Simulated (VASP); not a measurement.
# Al3C in VASP: relaxation of the atoms with r2SCAN

Aim: the relaxation of the atoms of Al3C with r2SCAN.

Program: VASP 6.6.1. These are calculated values, not measurements. Logs are shortened: lines on timing, memory, paths and dates and some standing lists are left out, and cuts for length are marked.

## (1) The cell of the first run

The cell holds a slab with vacuum, 4 atoms: a = 2.823 Å, b = 2.823 Å, c = 19.601 Å, α = 90.00°, β = 90.00°, γ = 90.00°.

## (2) Relaxation of the atoms, r2SCAN

The input, POSCAR:

```
Al3C
1.0
    2.8227735243      0.0000000000      0.0000000000
    0.0000000000      2.8227735243      0.0000000000
    0.0000000000      0.0000000000     19.6006972839
Al C
3 1
Selective dynamics
Direct
    0.5000000000      0.5000000000      0.2040743726  F F F
    0.0000000000      0.0000000000      0.3086652018  F F F
    0.5000000000      0.5000000000      0.4132861789  F F F
    0.8333333333      0.8333333333      0.4842043076  F F T
```

The input, INCAR.step1:

```
SYSTEM = Al3C
  PREC = Accurate
  ENCUT = 520
  ISMEAR = 0
  SIGMA = 0.1
  LREAL = .False.
  LASPH = .True.
  NELM = 100
  LDIPOL = .True.
  IDIPOL = 3
  DIPOL = 0.5 0.5 0.353
  GGA = PE
  ALGO = Normal
  EDIFF = 1E-4
  LWAVE = .True.
  LCHARG = .False.
```

The input, INCAR.step2:

```
SYSTEM = Al3C
  PREC = Accurate
  ENCUT = 520
  EDIFF = 1E-7
  ISMEAR = 0
  SIGMA = 0.1
  LREAL = .False.
  LASPH = .True.
  NELM = 100
  ALGO = Normal
  ISIF = 2
  LWAVE = .False.
  LCHARG = .False.
  LDIPOL = .True.
  IDIPOL = 3
  DIPOL = 0.5 0.5 0.353
  METAGGA = R2SCAN
  LMIXTAU = .True.
  IBRION = 2
  NSW = 36
  EDIFFG = -0.025
  ISTART = 1
```

The input, KPOINTS:

```
regular mesh
0
Gamma
  9 9 1
  0 0 0
```

Potentials or basis: VASP PAW PBE potentials, release 64 (Al, C).

Launch:

```
cat potpaw_PBE.64/Al/POTCAR potpaw_PBE.64/C/POTCAR > POTCAR
cp INCAR.step1 INCAR
mpirun -np 1 vasp_std > vasp.out
cp INCAR.step2 INCAR
mpirun -np 1 vasp_std > vasp.out
```

OUTCAR:

```text
SYSTEM = Al3C
   PREC = Accurate
   ENCUT = 520
   EDIFF = 1E-7
   ISMEAR = 0
   LREAL = .False.
   LASPH = .True.
   NELM = 100
   ISIF = 2
   METAGGA = R2SCAN
   IBRION = 2
   NSW = 36
   EDIFFG = -0.025
   ISTART = 1

 ion  position               nearest neighbor table
   1  0.500  0.500  0.204-   2 2.86   2 2.86   2 2.86   2 2.86
   2  0.000  0.000  0.309-   1 2.86   1 2.86   1 2.86   1 2.86   3 2.86   3 2.86   3 2.86   3 2.86

   3  0.500  0.500  0.413-   4 1.92   4 2.52   4 2.52   2 2.86   2 2.86   2 2.86   2 2.86
   4  0.833  0.833  0.484-   3 1.92   3 2.52   3 2.52

  LATTYP: Found a simple tetragonal cell.
 ALAT       =     2.8227735243
 C/A-ratio  =     6.9437725397

  Lattice vectors:

 A1 = (   2.8227735243,   0.0000000000,   0.0000000000)
 A2 = (   0.0000000000,   2.8227735243,   0.0000000000)
 A3 = (   0.0000000000,   0.0000000000,  19.6006972839)

Analysis of symmetry for initial positions (statically):
=====================================================================
 Subroutine PRICEL returns:
 Original cell was already a primitive cell.

 Routine SETGRP: Setting up the symmetry group for a
 simple tetragonal supercell.

 Subroutine GETGRP returns: Found  2 space group operations
 (whereof  2 operations were pure point group operations)
 out of a pool of 16 trial point group operations.

The static configuration has the point symmetry C_1h.

Analysis of symmetry for dynamics (positions and initial velocities):
=====================================================================
 Subroutine PRICEL returns:
 Original cell was already a primitive cell.

 Routine SETGRP: Setting up the symmetry group for a
 simple tetragonal supercell.

 Subroutine GETGRP returns: Found  2 space group operations
 (whereof  2 operations were pure point group operations)
 out of a pool of 16 trial point group operations.

The dynamic configuration has the point symmetry C_1h.

Analysis of constrained symmetry for selective dynamics:
=====================================================================
 Subroutine PRICEL returns:
 Original cell was already a primitive cell.

 Routine SETGRP: Setting up the symmetry group for a
 simple tetragonal supercell.

 Subroutine GETGRP returns: Found  2 space group operations
 (whereof  2 operations were pure point group operations)
 out of a pool of 16 trial point group operations.

The constrained configuration has the point symmetry C_1h.

 Subroutine INISYM returns: Found  2 space group operations
[... 125 lines left out ...]
   METAGGA = R2SCAN    functional components
   LHFCALC =     F    Hartree Fock is set to
   AEXX    =    0.0000 exact exchange contribution
   IVDW    =     0    specifies the selected vdW correction
   LEPSILON=     F    determine dielectric tensor
   LRPA    =     F    only Hartree local field effects (RPA)
 conjugate gradient relaxation of ions
 non-spin polarized calculation
 Gauss-broadening in eV      SIGMA  =   0.10
  energy-cutoff  :      520.00
  volume of cell :      156.18
 maximum number of plane-waves:      4249
 NGX is ok and might be reduce to    24
   NGX = 11   NGY = 11   NGZ = 73

--------------------------------------- Ionic step        1  -------------------------------------------

 number of electron      13.0000000 magnetization

 Free energy of the ion-electron system (eV)
  ---------------------------------------------------
  ext. energy  EPLUGINS =         0.00000000
  ---------------------------------------------------
  free energy    TOTEN  =       -24.97583196 eV

  energy without entropy =      -24.96543197  energy(sigma->0) =      -24.97063197

------------------------ aborting loop because EDIFF is reached ----------------------------------------

  FORCE on cell =-STRESS in cart. coord.  units (eV):
  Direction    XX          YY          ZZ          XY          YZ          ZX
  --------------------------------------------------------------------------------------
  -------------------------------------------------------------------------------------
  Total       -3.2418799     -3.2418799     -0.4869608      1.3772016      1.2529856      1.2529883
  in kB      -33.2570645    -33.2570645     -4.9955231     14.1281242     12.8538457     12.8538728
  external PRESSURE =     -23.8365507 kB  Pullay stress =       0.0000000 kB
[... 101 lines left out ...]
--------------------------------------- Ionic step        4  -------------------------------------------

 number of electron      13.0000000 magnetization

 dipolmoment           0.000000      0.000000      0.122359 electrons x Angstroem

 Free energy of the ion-electron system (eV)
  ---------------------------------------------------
  ext. energy  EPLUGINS =         0.00000000
  ---------------------------------------------------
  free energy    TOTEN  =       -25.01506588 eV

  energy without entropy =      -25.00633261  energy(sigma->0) =      -25.01069924

 E-fermi :  -0.8774     XC(G=0):  -4.8764

 val. band max:       -0.9387108479   @ k =   0.3333   0.0000   0.0000
 cond. band min:      -0.8230430292   @ k =  -0.1111   0.3333   0.0000
 fundamental gap:      0.1156678187
 Fermi energy:        -0.8773978079

 k-point     1 :       0.0000    0.0000    0.0000
  band No.  band energies     occupation
      1     -13.8727      2.00000
      2     -11.6463      2.00000
      3      -8.7406      2.00000
      4      -5.0188      2.00000
      5      -2.1839      2.00000
      6       0.5196      0.00000
      7       0.8761      0.00000
      8       1.7674      0.00000
      9       3.7092      0.00000
     10       5.0741      0.00000
[... 287 lines left out ...]
 k-point    24 :       0.4444    0.4444    0.0000
  band No.  band energies     occupation
      1      -9.7834      2.00000
      2      -4.6136      2.00000
      3      -4.3285      2.00000
      4      -3.6511      2.00000
      5      -2.6982      2.00000
      6      -1.9343      2.00000
      7      -1.5378      2.00000
      8      -0.2960      0.00000
      9       0.0461      0.00000
     10       0.2267      0.00000

 [... further k-points ...]

------------------------ aborting loop because EDIFF is reached ----------------------------------------

 vacuum level on the upper side and lower side of the slab       (xc-potential included)         1.364        -1.337

  FORCE on cell =-STRESS in cart. coord.  units (eV):
  Direction    XX          YY          ZZ          XY          YZ          ZX
  --------------------------------------------------------------------------------------
  -------------------------------------------------------------------------------------
  Total       -2.4256533     -2.4256533      0.5044499      2.1571347      2.1094697      2.1094732
  in kB      -24.8837437    -24.8837437      5.1749364     22.1291260     21.6401503     21.6401862
  external PRESSURE =     -14.8641837 kB  Pullay stress =       0.0000000 kB
[... 19 lines left out ...]
  FREE ENERGIE OF THE ION-ELECTRON SYSTEM (eV)
  ---------------------------------------------------
  free  energy   TOTEN  =       -25.0150658820 eV

  energy  without entropy=      -25.0063326059  energy(sigma->0) =      -25.01069924

 reached required accuracy - stopping structural energy minimisation

 vacuum level on the upper side and lower side of the slab         6.240         3.463
```

OUTCAR.step1:

```text
SYSTEM = Al3C
   PREC = Accurate
   ENCUT = 520
   ISMEAR = 0
   LREAL = .False.
   LASPH = .True.
   NELM = 100
   GGA = PE
[... 559 lines left out ...]
      1.41139      1.41139      8.10070        -1.030919     -1.030919      0.793810
      2.35231      2.35231      9.49074         0.979156      0.979156     -0.539856
 -----------------------------------------------------------------------------------
    total drift:                               -0.000578     -0.000578     -0.001303

  FREE ENERGIE OF THE ION-ELECTRON SYSTEM (eV)
  ---------------------------------------------------
  free  energy   TOTEN  =       -15.5557897930 eV

  energy  without entropy=      -15.5456974608  energy(sigma->0) =      -15.55074363

 vacuum level on the upper side and lower side of the slab         5.425         2.472
```

Wall time 6.6 min (1 thread of Intel Xeon Platinum 8488C (Sapphire Rapids), shared host); peak memory 0.32 GiB.

What came out:

- Free energy: -25.0151 eV
- Energy gained by relaxing: 9.8 meV/atom
- Ionic steps: 4
- Band gap on the k mesh: zero (an odd number of electrons rules out a gap without spin polarisation)

Step by step:
```csv
step,energy change (eV),largest force on free atoms (eV/Å),pressure (GPa)
1,0.0000,0.7184,-2.38
2,-0.0208,0.4812,-2.12
3,-0.0391,0.0428,-1.55
4,-0.0392,0.0027,-1.49
```

Final structure:
```yaml
crystal:
  lattice:
    - [2.82277, 0.00000, 0.00000]
    - [0.00000, 2.82277, 0.00000]
    - [0.00000, 0.00000, 19.60070]
  atoms:
    - { symbol: Al, position: [0.50000, 0.50000, 0.20407] }
    - { symbol: Al, position: [0.00000, 0.00000, 0.30867] }
    - { symbol: Al, position: [0.50000, 0.50000, 0.41329] }
    - { symbol: C, position: [0.83333, 0.83333, 0.47850] }
```

Caveat: the PAW data sets were made with another functional, which shifts forces and pressure a little.
